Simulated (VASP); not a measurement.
A run of VASP 6.6.1:

The input INCAR:

```
ALGO = Normal ; EDIFF = 1E-6
ENCUT = 520 ; GGA = PS
ISIF = 2 ; ISMEAR = -1
LASPH = True ; LCHARG = True
LELF = True ; LREAL = False
LVHAR = True ; LWAVE = False
NBANDS = 15 ; NELM = 100
PREC = Accurate ; SIGMA = 0.05
```

File KPOINTS:

```
k-points
0
Gamma
  8 8 4
```

The input POSCAR:

```
MgI2
1.0
    4.0840471951      0.0000000000      0.0000000000
   -2.0420235975      3.5368886212      0.0000000000
    0.0000000000      0.0000000000      6.7870156286
I Mg
2 1
Direct
    0.6666666667      0.3333333333      0.7500000000
    0.3333333333      0.6666666667      0.2500000000
    0.0000000000      0.0000000000      0.0000000000
```

Potentials or basis: VASP PAW PBE potentials, release 64 (I, Mg).

The run is started by

```console
$ cat potpaw_PBE.64/I/POTCAR potpaw_PBE.64/Mg/POTCAR > POTCAR
$ mpirun -np 1 vasp_std > vasp.out
```

Hardware: 1 thread of Intel Xeon 8259CL (shared host).

**Question.** Estimate the wall time of this run.

**Answer.** Wall time 74 s on 1 thread of Intel Xeon 8259CL (shared host), peak memory 0.23 GiB. Counts: scf iterations 12, k points 35.
